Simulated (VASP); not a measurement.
# Zn (I4_1/amd) in VASP: notebook

Runs on Zn. Level: PBE. Tasks: single point.

Everything below comes from runs of VASP 6.6.1. Logs are shortened: lines on timing, memory, paths and dates and some standing lists are left out, and cuts for length are marked.

### 1 The cell of the first run

The structure is tetragonal, space group I4_1/amd (No. 141). The conventional cell has a = 4.692 Å, b = 4.692 Å, c = 2.363 Å, α = 90.00°, β = 90.00°, γ = 90.00°. Zn (site symmetry -4m2) has 10 Zn at 2.36 to 2.94 Å within 3.1 Å.

### 2 Single point, PBE (13.00 Å³/atom)

File INCAR:

```
SYSTEM = Zn
ALGO = Normal
EDIFF = 1E-6
ENCUT = 520
GGA = PE
ISIF = 2
ISMEAR = -1
LASPH = .True.
LCHARG = .False.
LREAL = .False.
LWAVE = .False.
NBANDS = 19
NELM = 80
PREC = Accurate
SIGMA = 0.1
```

File KPOINTS:

```
k-points
0
Gamma
  16 16 16
  0 0 0
```

File POSCAR:

```
Zn
1.0
   -2.3458896623      2.3458896623      1.1812593258
    2.3458896623     -2.3458896623      1.1812593258
    2.3458896623      2.3458896623     -1.1812593258
Zn
2
Direct
   -0.3750000000     -0.1250000000     -0.2500000000
    0.3750000000      0.1250000000      0.2500000000
```

Potentials or basis: VASP PAW PBE potentials, release 64 (Zn).

Started as:

```
cat potpaw_PBE.64/Zn/POTCAR > POTCAR
mpirun -np 1 vasp_std > vasp.out
```

OUTCAR:

```text
SYSTEM = Zn
   EDIFF = 1E-6
   ENCUT = 520
   GGA = PE
   ISIF = 2
   ISMEAR = -1
   LASPH = .True.
   LREAL = .False.
   NELM = 80
   PREC = Accurate

 ion  position               nearest neighbor table
   1  0.625  0.875  0.750-   2 2.42   2 2.42   2 2.42   2 2.42   2 2.94   2 2.94   2 2.94   2 2.94

   2  0.375  0.125  0.250-   1 2.42   1 2.42   1 2.42   1 2.42   1 2.94   1 2.94   1 2.94   1 2.94

  LATTYP: Found a body centered tetragonal cell.
 ALAT       =     4.6917793246
 C/A-ratio  =     0.5035442821

  Lattice vectors:

 A1 = (  -2.3458896623,   2.3458896623,   1.1812593258)
 A2 = (   2.3458896623,  -2.3458896623,   1.1812593258)
 A3 = (   2.3458896623,   2.3458896623,  -1.1812593258)

Analysis of symmetry for initial positions (statically):
=====================================================================
 Subroutine PRICEL returns:
 Original cell was already a primitive cell.

 Routine SETGRP: Setting up the symmetry group for a
 body centered tetragonal supercell.

 Subroutine GETGRP returns: Found 16 space group operations
 (whereof  4 operations were pure point group operations)
 out of a pool of 16 trial point group operations.

The static configuration has the point symmetry C_2h.
 The point group associated with its full space group is D_4h.

Analysis of symmetry for dynamics (positions and initial velocities):
=====================================================================
 Subroutine PRICEL returns:
 Original cell was already a primitive cell.

 Routine SETGRP: Setting up the symmetry group for a
 body centered tetragonal supercell.

 Subroutine GETGRP returns: Found 16 space group operations
 (whereof  4 operations were pure point group operations)
 out of a pool of 16 trial point group operations.

The dynamic configuration has the point symmetry C_2h.
 The point group associated with its full space group is D_4h.

 Subroutine INISYM returns: Found 16 space group operations
 (whereof  4 operations are pure point group operations),
 and found     1 'primitive' translations

----------------------------------------------------------------------------------------

                                     Primitive cell

  volume of cell :      26.0028

  direct lattice vectors                    reciprocal lattice vectors
    -2.345889662  2.345889662  1.181259326     0.000000000  0.213138754  0.423277082
     2.345889662 -2.345889662  1.181259326     0.213138754  0.000000000  0.423277082
     2.345889662  2.345889662 -1.181259326     0.213138754  0.213138754  0.000000000

  length of vectors
     3.521614716  3.521614716  3.521614716     0.473910979  0.473910979  0.301423717

  position of ions in fractional coordinates (direct lattice)
     0.625000000  0.875000000  0.750000000
     0.375000000  0.125000000  0.250000000

  ion indices of the primitive-cell ions
   primitive index   ion index
                 1           1
                 2           2

----------------------------------------------------------------------------------------

 KPOINTS: k-points

Automatic generation of k-mesh.
 Grid dimensions read from file:
 generate k-points for:   16   16   16

 Generating k-lattice:

  Cartesian coordinates                     Fractional coordinates (reciprocal lattice)
     0.000000000  0.013321172  0.026454818     0.062500000 -0.000000000  0.000000000
     0.013321172  0.000000000  0.026454818    -0.000000000  0.062500000  0.000000000
     0.013321172  0.013321172  0.000000000     0.000000000  0.000000000  0.062500000

  Length of vectors
     0.029619436  0.029619436  0.018838982

  Shift w.r.t. Gamma in fractional coordinates (k-lattice)
     0.000000000  0.000000000  0.000000000

 Subroutine IBZKPT returns following result:
 ===========================================

 Found    349 irreducible k-points:

 Following reciprocal coordinates:
            Coordinates               Weight
  0.000000  0.000000  0.000000      1.000000
  0.062500  0.000000  0.000000      8.000000
  0.125000  0.000000  0.000000      8.000000
  0.187500  0.000000 -0.000000      8.000000
  0.250000  0.000000  0.000000      8.000000
  0.312500  0.000000  0.000000      8.000000
[... 16 lines left out ...]
 -0.125000  0.062500  0.000000     16.000000
 -0.062500  0.062500  0.000000      4.000000
 [... further k-points ...]
   k-points           NKPTS =    349   k-points in BZ     NKDIM =    349   number of bands    NBANDS=     19
   number of dos      NEDOS =    301   number of ions     NIONS =      2
   total plane-waves  NPLWV =  21952
   dimension x,y,z NGX =    28 NGY =   28 NGZ =   28
   dimension x,y,z NGXF=    56 NGYF=   56 NGZF=   56
   ions per type =               2
   NGX,Y,Z   is equivalent  to a cutoff of  13.22, 13.22, 13.22 a.u.
   NGXF,Y,Z  is equivalent  to a cutoff of  26.44, 26.44, 26.44 a.u.
 SYSTEM =  Zn
   PREC   = accura    normal or accurate (medium, high low for compatibility)
   ISTART =      0    job   : 0-new  1-cont  2-samecut
   ICHARG =      2    charge: 1-file 2-atom 10-const
   ISPIN  =      1    spin polarized calculation?
   LNONCOLLINEAR =      F non collinear calculations
   LSORBIT =      F    spin-orbit coupling
   LASPH  =      T    aspherical Exc in radial PAW
   ENCUT  =  520.0 eV  38.22 Ry    6.18 a.u.   6.55  6.55  6.55*2*pi/ulx,y,z
   NELM   =     80;   NELMIN=  2; NELMDL= -5     # of ELM steps
   EDIFF  = 0.1E-05   stopping-criterion for ELM
   LREAL  =      F    real-space projection
   EDIFFG = 0.1E-04   stopping-criterion for IOM
   NSW    =      0    number of steps for IOM
   IBRION =     -1    ionic relax: 0-MD 1-quasi-New 2-CG
   NFREE  =      0    steps in history (QN), initial steepest desc. (CG)
   ISIF   =      2    stress and relaxation
   ISYM   =      2    0-nonsym 1-usesym 2-fastsym
   POTIM  = 0.5000    time-step for ionic-motion
   TEBEG  =    0.0;   TEEND  =   0.0 temperature during run
   PSTRESS=    0.0 pullay stress
   NELECT =      24.0000    total number of electrons
   NUPDOWN=      -1.0000    fix difference up-down
   EMIN   =  10.00;   EMAX   =-10.00  energy-range for DOS
   EFERMI =   0.00;   METHOD = LEGACY
   ISMEAR =    -1;   SIGMA  =   0.10  broadening in eV -4-tet -1-fermi 0-gaus
   EFERMI_NEDOS =   21; number of points for ismear=-14 and -15
   IALGO  =     38    algorithm
   IMIX   =      4    mixing-type and parameters
     AMIX     =   0.40;   BMIX     =  1.00
     AMIX_MAG =   1.60;   BMIX_MAG =  1.00
  volume/ion in A,a.u.               =      13.00        87.74
  Fermi-wavevector in a.u.,A,eV,Ry     =   1.593939  3.012109 34.567539  2.540642
  Thomas-Fermi vector in A             =   2.692091
   LORBIT       =      0    0 simple, 1 ext, 2 COOP (PROOUT), +10 PAW based schemes
   GGA     = PE    functional components
   LHFCALC =     F    Hartree Fock is set to
   AEXX    =    0.0000 exact exchange contribution
   IVDW    =     0    specifies the selected vdW correction
   LEPSILON=     F    determine dielectric tensor
   LRPA    =     F    only Hartree local field effects (RPA)
 non-spin polarized calculation
  energy-cutoff  :      520.00
  volume of cell :       26.00
 maximum number of plane-waves:       717
 NGX is ok and might be reduce to    28
   NGX = 13   NGY = 13   NGZ = 13

 number of electron      24.0000011 magnetization

 Free energy of the ion-electron system (eV)
  ---------------------------------------------------
  ext. energy  EPLUGINS =         0.00000000
  ---------------------------------------------------
  free energy    TOTEN  =        -1.22109759 eV

  energy without entropy =       -1.20175017  energy(sigma->0) =       -1.21142388

 E-fermi :   4.3211     XC(G=0): -12.3538

 val. band max:        4.3188476735   @ k =  -0.4375   0.4375   0.2500
 cond. band min:       4.3365607203   @ k =  -0.4375  -0.4375   0.2500
 fundamental gap:      0.0177130468
 Fermi energy:         4.3210610996

 k-point     1 :       0.0000    0.0000    0.0000
  band No.  band energies     occupation
      1      -7.4055      2.00000
      2      -4.9313      2.00000
      3      -4.7660      2.00000
      4      -4.7611      2.00000
      5      -4.5772      2.00000
      6      -3.2711      2.00000
[... 11 lines left out ...]
     18      22.6469      0.00000
     19      24.4808      0.00000

 k-point     2 :       0.0625    0.0000    0.0000
  band No.  band energies     occupation
      1      -7.2656      2.00000
      2      -4.9007      2.00000
      3      -4.7808      2.00000
      4      -4.6642      2.00000
      5      -4.5368      2.00000
      6      -3.3662      2.00000
[... 11 lines left out ...]
     18      22.9741      0.00000
     19      23.3013      0.00000

 k-point     3 :       0.1250    0.0000    0.0000
  band No.  band energies     occupation
      1      -6.8534      2.00000
      2      -4.8138      2.00000
      3      -4.7411      2.00000
      4      -4.4735      2.00000
      5      -4.4180      2.00000
      6      -3.5460      2.00000
[... 11 lines left out ...]
     18      20.0201      0.00000
     19      21.5302      0.00000

 k-point     4 :       0.1875    0.0000   -0.0000
  band No.  band energies     occupation
      1      -6.2014      2.00000
      2      -4.6880      2.00000
      3      -4.6688      2.00000
      4      -4.2676      2.00000
      5      -4.1856      2.00000
      6      -3.7705      2.00000
[... 11 lines left out ...]
     18      19.1945      0.00000
     19      19.1954      0.00000

 k-point     5 :       0.2500    0.0000    0.0000
  band No.  band energies     occupation
      1      -5.4266      2.00000
      2      -4.5974      2.00000
      3      -4.5648      2.00000
      4      -4.1004      2.00000
      5      -3.9768      2.00000
      6      -3.9364      2.00000
[... 11 lines left out ...]
     18      17.0857      0.00000
     19      17.3777      0.00000

 k-point     6 :       0.3125    0.0000    0.0000
  band No.  band energies     occupation
      1      -4.8836      2.00000
      2      -4.5541      2.00000
      3      -4.5436      2.00000
      4      -4.1143      2.00000
      5      -4.0499      2.00000
      6      -3.7241      2.00000
[... 11 lines left out ...]
     18      16.3215      0.00000
     19      16.5360      0.00000

 k-point     7 :       0.3750    0.0000   -0.0000
  band No.  band energies     occupation
      1      -4.7812      2.00000
      2      -4.6443      2.00000
      3      -4.4652      2.00000
      4      -4.2536      2.00000
      5      -3.9656      2.00000
      6      -3.7510      2.00000
[... 11 lines left out ...]
     18      17.7924      0.00000
     19      18.2698      0.00000

 k-point     8 :       0.4375    0.0000   -0.0000
  band No.  band energies     occupation
      1      -4.8010      2.00000
      2      -4.7411      2.00000
      3      -4.4358      2.00000
      4      -4.3202      2.00000
      5      -3.8635      2.00000
      6      -3.8135      2.00000
[... 256 lines left out ...]
 k-point    20 :      -0.3125    0.0625    0.0000
  band No.  band energies     occupation
      1      -5.2522      2.00000
      2      -4.5836      2.00000
      3      -4.5175      2.00000
      4      -4.1287      2.00000
      5      -3.9935      2.00000
      6      -3.8996      2.00000
[... 11 lines left out ...]
     18      16.8653      0.00000
     19      18.0103      0.00000

 k-point    21 :      -0.2500    0.0625    0.0000
  band No.  band energies     occupation
      1      -6.0069      2.00000
      2      -4.6493      2.00000
      3      -4.6237      2.00000
      4      -4.3088      2.00000
      5      -4.2023      2.00000
      6      -3.7422      2.00000
[... 11 lines left out ...]
     18      18.6892      0.00000
     19      19.7512      0.00000

 k-point    22 :      -0.1875    0.0625    0.0000
  band No.  band energies     occupation
      1      -6.6952      2.00000
      2      -4.7707      2.00000
      3      -4.7113      2.00000
      4      -4.4913      2.00000
      5      -4.4266      2.00000
      6      -3.5326      2.00000
[... 11 lines left out ...]
     18      19.7599      0.00000
     19      21.0707      0.00000

 k-point    23 :      -0.1250    0.0625    0.0000
  band No.  band energies     occupation
      1      -7.1573      2.00000
      2      -4.8686      2.00000
      3      -4.7657      2.00000
      4      -4.6655      2.00000
      5      -4.5412      2.00000
      6      -3.3606      2.00000
[... 11 lines left out ...]
     18      22.7538      0.00000
     19      23.5567      0.00000

 k-point    24 :      -0.0625    0.0625    0.0000
  band No.  band energies     occupation
      1      -7.3509      2.00000
      2      -4.9146      2.00000
      3      -4.7644      2.00000
      4      -4.7553      2.00000
      5      -4.5790      2.00000
      6      -3.2762      2.00000
[... 11 lines left out ...]
     18      23.4044      0.00000
     19      24.9377      0.00000

 [... further k-points ...]

------------------------ aborting loop because EDIFF is reached ----------------------------------------

  FORCE on cell =-STRESS in cart. coord.  units (eV):
  Direction    XX          YY          ZZ          XY          YZ          ZX
  --------------------------------------------------------------------------------------
  -------------------------------------------------------------------------------------
  Total        5.0952621      5.0952621      5.1573415      0.0000000      0.0000000     -0.0000000
  in kB      313.9472673    313.9472673    317.7723240      0.0000000      0.0000000     -0.0000000
  external PRESSURE =     315.2222862 kB  Pullay stress =       0.0000000 kB

 VOLUME and BASIS-vectors are now :
 -----------------------------------------------------------------------------
  energy-cutoff  :      520.00
  volume of cell :       26.00
      direct lattice vectors                 reciprocal lattice vectors
    -2.345889662  2.345889662  1.181259326     0.000000000  0.213138754  0.423277082
     2.345889662 -2.345889662  1.181259326     0.213138754  0.000000000  0.423277082
     2.345889662  2.345889662 -1.181259326     0.213138754  0.213138754  0.000000000

 POSITION                                       TOTAL-FORCE (eV/Angst)
 -----------------------------------------------------------------------------------
      2.34589      1.17294      0.88594        -0.000000      0.000000     -0.000000
     -0.00000      1.17294      0.29531         0.000000     -0.000000      0.000000
 -----------------------------------------------------------------------------------
    total drift:                                0.000000      0.000000     -0.000000

  FREE ENERGIE OF THE ION-ELECTRON SYSTEM (eV)
  ---------------------------------------------------
  free  energy   TOTEN  =        -1.2210975864 eV

  energy  without entropy=       -1.2017501718  energy(sigma->0) =       -1.21142388
```

Run time: 3.1 min. Hardware: 1 thread of Intel Xeon 8259CL, shared host; peak memory 0.27 GiB.

Results:

```
Free energy            : -1.2211 eV
Pressure               : 31.5 GPa
Band gap on the k mesh : zero (bands 12 and 13 overlap by 7.75 eV)
```

Caveat: the cell stands under pressure.

### 3 Single point, PBE (13.00 Å³/atom)

File INCAR:

```
PREC     = Accurate       # precision mode
ENCUT    = 520            # plane-wave cutoff, eV
EDIFF    = 1E-7           # SCF threshold, eV
ISMEAR   = -1             # smearing method
SIGMA    = 0.1            # smearing width, eV
LREAL    = False          # projectors in reciprocal space
LASPH    = True           # aspherical terms in the spheres
NELM     = 80             # most SCF steps
ALGO     = Normal         # electronic algorithm
ISIF     = 2              # what is computed and relaxed
LWAVE    = False          # write WAVECAR
LCHARG   = True           # write CHGCAR
GGA      = PE             # functional
LELF     = True           # ELF
LVHAR    = True         
NBANDS   = 19             # bands
```

File KPOINTS:

```
Automatic mesh
0
Gamma
  16 16 16
```

POSCAR is that of step 2.

Potentials or basis: VASP PAW PBE potentials, release 64 (Zn).

Started as:

```
cat potpaw_PBE.64/Zn/POTCAR > POTCAR
mpirun -np 1 vasp_std > vasp.out
```

It took 3.5 min on 1 thread of Intel Xeon 8259CL, shared host; peak memory 0.27 GiB.

It converged, with:

```yaml
Free_energy: -1.2211 eV
Pressure: 31.5 GPa
Band_gap_on_the_k_mesh: zero (bands 12 and 13 overlap by 7.75 eV)
```

Stress tensor (GPa, compression positive):
```
31.42  0.00  0.00
 0.00 31.42  0.00
 0.00  0.00 31.80
```

Levels at points of the mesh, in eV from the Fermi level:
```tsv
k point	band 8	band 9	band 10	band 11	band 12	band 13	band 14	band 15	band 16	band 17
(0.00, 0.00, 0.00)	-7.58	-7.58	-7.37	-7.05	1.16	1.16	4.77	6.68	15.14	15.14
(0.50, 0.00, 0.00)	-7.53	-7.36	-7.16	-3.02	-1.10	2.78	3.85	5.94	7.25	10.90
(0.50, 0.50, 0.00)	-7.62	-7.46	-7.46	-7.03	-7.03	5.81	5.81	8.18	8.18	18.27
(0.50, 0.50, 0.50)	-7.56	-7.54	-7.54	-4.50	-4.50	-2.78	-2.78	16.58	16.58	21.59
```

Caveat: the cell stands under pressure.

### 4 Single point, PBE (14.73 Å³/atom)

This run uses another cell than the first one, of 14.73 Å³/atom.

File INCAR:

```
PREC = Accurate
ENCUT = 520
EDIFF = 1E-6
ISMEAR = -1
SIGMA = 0.1
LREAL = F
LASPH = T
NELM = 80
ALGO = Normal
ISIF = 2
LWAVE = F
LCHARG = F
GGA = PE
NBANDS = 19
```

KPOINTS is that of step 3.

File POSCAR:

```
Zn
1.0
   -2.4534472830      2.4534472830      1.2239526412
    2.4534472830     -2.4534472830      1.2239526412
    2.4534472830      2.4534472830     -1.2239526412
Zn
2
Direct
   -0.3750000000     -0.1250000000     -0.2500000000
    0.3750000000      0.1250000000      0.2500000000
```

Started as:

```
cat potpaw_PBE.64/Zn/POTCAR > POTCAR
mpirun -np 1 vasp_std > vasp.out
```

Wall time 2.8 min (1 thread of Intel Xeon 8259CL, shared host); peak memory 0.28 GiB.

It converged, with:

| Quantity | Value |
| --- | --- |
| Free energy | -1.6823 eV |
| Pressure | 13.1 GPa |
| Band gap on the k mesh | zero (bands 12 and 13 overlap by 7.50 eV) |

Stress tensor (GPa, compression positive):
```
12.98  0.00  0.00
 0.00 12.98  0.00
 0.00  0.00 13.25
```

Levels at points of the mesh, in eV from the Fermi level:
| k point | band 8 | band 9 | band 10 | band 11 | band 12 | band 13 | band 14 | band 15 | band 16 | band 17 |
| --- | --- | --- | --- | --- | --- | --- | --- | --- | --- | --- |
| (0.00, 0.00, 0.00) | -7.24 | -7.24 | -7.10 | -6.84 | 1.23 | 1.23 | 3.73 | 6.41 | 13.86 | 13.86 |
| (0.50, 0.00, 0.00) | -7.21 | -7.07 | -6.89 | -2.50 | -1.10 | 2.62 | 3.78 | 5.18 | 6.97 | 10.08 |
| (0.50, 0.50, 0.00) | -7.26 | -7.15 | -7.15 | -6.60 | -6.60 | 5.36 | 5.36 | 7.39 | 7.39 | 17.20 |
| (0.50, 0.50, 0.50) | -7.23 | -7.22 | -7.22 | -3.78 | -3.78 | -2.91 | -2.91 | 15.62 | 15.62 | 19.45 |

Caveat: the cell stands under pressure.
